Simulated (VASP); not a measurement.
C, 3 atoms in the cell. It takes space group R32 (No. 155, trigonal). Conventional cell: a = 4.135 Å, b = 4.135 Å, c = 3.882 Å, α = 90.00°, β = 90.00°, γ = 120.00°. C (site symmetry 2) has 4 C at 1.54 to 1.55 Å within 2.1 Å. 

- Program: VASP 6.6.1
- Task: single point
- Functional: PBE
- Potentials or basis: VASP PAW PBE potentials, release 64 (C)
- Cutoff: 520 eV
- k mesh: 18 × 18 × 18
- Occupations: gaussian, width 0.1 eV
- Spin: no spin polarisation
- Dipole correction: no
- Further INCAR settings: ALGO = Normal; EDIFF = 1e-06; NBANDS = 13

Potentials or basis: VASP PAW PBE potentials, release 64 (C).

Launch:

```bash
$ cat potpaw_PBE.64/C/POTCAR > POTCAR
$ mpirun -np 1 vasp_std > vasp.out
```

Hardware: 1 thread of Intel Xeon 8259CL, with other jobs on the host.

Task: How long does it take, and how much memory?

Result: Run time: 2.6 min on 1 thread of Intel Xeon 8259CL (shared host), peak memory 0.21 GiB. Counts: scf iterations 13, k points 580.
